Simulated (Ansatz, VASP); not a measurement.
**Au in VASP and in Ansatz**

```
Au
1.0
     2.83952    0.00000    0.00000
    -1.41976    2.45909    0.00000
     0.00000    0.00000    4.74984
Au
2
Direct
  0.33333 0.66667 0.25000
  0.66667 0.33333 0.75000
```

Alike in both runs: task single point; functional LDA; k mesh 14 × 14 × 8; occupations fermi-dirac, width 0.1 eV; no spin polarisation.

|  | VASP | Ansatz |
| --- | --- | --- |
| version | VASP 6.6.1 | Ansatz 0.2.0 |
| potentials or method | VASP PAW LDA potentials, release 64 (Au), cutoff 520 eV | plane waves (420 eV) with PAW, scalar-relativistic |
| valence electrons in the cell | 22 | 38 |

```csv
,VASP,Ansatz,Ansatz less VASP
pressure (GPa),0.6,0.1,-0.50
"traceless stress, the component that is largest in VASP (GPa)",0.10,0.21,+0.115
```

Ansatz warns that its potentials were made for another functional, while VASP's fit it. LDA's correlation is that of Perdew and Zunger in VASP and of Perdew and Wang (1992) in Ansatz. VASP's potentials hold 22 valence electrons a cell and Ansatz's 38, so a difference there can come from the potentials and not from the codes.

Neither program's run includes spin-orbit coupling.
